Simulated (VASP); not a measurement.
A run of VASP 6.6.1:

The input INCAR:

```
SYSTEM = CoSi
PREC = Accurate
ENCUT = 600
EDIFF = 1E-7
ISMEAR = 0
SIGMA = 0.02
LREAL = .FALSE.
LASPH = .TRUE.
NELM = 80
ALGO = Normal
ISIF = 3
LWAVE = .FALSE.
LCHARG = .FALSE.
GGA = PE
IVDW = 12
IBRION = 2
NSW = 80
EDIFFG = -0.002
```

The input KPOINTS:

```
regular mesh
0
G
  10 10 10
  0 0 0
```

File POSCAR:

```
CoSi
1.0
    4.4380000000      0.0000000000      0.0000000000
    0.0000000000      4.4380000000      0.0000000000
    0.0000000000      0.0000000000      4.4380000000
Co Si
4 4
Direct
    0.1400000000      0.1400000000      0.1400000000
    0.3600000000      0.8600000000      0.6400000000
    0.6400000000      0.3600000000      0.8600000000
    0.8600000000      0.6400000000      0.3600000000
    0.8430000000      0.8430000000      0.8430000000
    0.6570000000      0.1570000000      0.3430000000
    0.3430000000      0.6570000000      0.1570000000
    0.1570000000      0.3430000000      0.6570000000
```

Potentials or basis: VASP PAW PBE potentials, release 64 (Co, Si).

Launch:

```bash
$ cat potpaw_PBE.64/Co/POTCAR potpaw_PBE.64/Si/POTCAR > POTCAR
$ mpirun -np 1 vasp_std > vasp.out
```

Hardware: 1 thread of Intel(R) Xeon(R) 6975P-C (Granite Rapids) (shared host).

**Question.** Estimate the wall time of this run.

**Answer.** It took 11 min on 1 thread of Intel(R) Xeon(R) 6975P-C (Granite Rapids) (shared host), peak memory 0.35 GiB. Counts: scf iterations 92, k points 76, ion steps 10.
